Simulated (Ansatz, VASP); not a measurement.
**One calculation of Zn, two programs**

```
CELL_PARAMETERS angstrom
2.58485 0.00000 0.00000
-1.29243 2.23855 0.00000
0.00000 0.00000 5.02090
ATOMIC_POSITIONS crystal
Zn 0.33333 0.66667 0.25000
Zn 0.66667 0.33333 0.75000
```

Change from the starting cell: strain -0.030 along x and y, +0.015 along z, atoms carried along.

Alike in both runs: task single point; functional PBEsol; k mesh 24 × 24 × 10; occupations gaussian, width 0.15 eV; no spin polarisation.

|  | VASP | Ansatz |
| --- | --- | --- |
| version | VASP 6.6.1 | Ansatz 0.2.0 |
| potentials or method | VASP PAW PBE potentials, release 64 (Zn), cutoff 520 eV | scalar-relativistic, plane waves, PAW |
| valence electrons in the cell | 24 | 24 |

Ansatz gave:

```
gap on the k mesh at the Fermi level (eV)                     : none
pressure (GPa)                                                : -0.8
traceless stress, the component that is largest in VASP (GPa) : -1.43
```

Task: Which values does VASP return?

Result: gap on the k mesh at the Fermi level (eV): none; pressure (GPa): 0.1; traceless stress, the component that is largest in VASP (GPa): -1.63.

VASP's potentials were made for PBE, not for PBEsol. A gap of «none» marks a metal or a gap that the smearing closes.
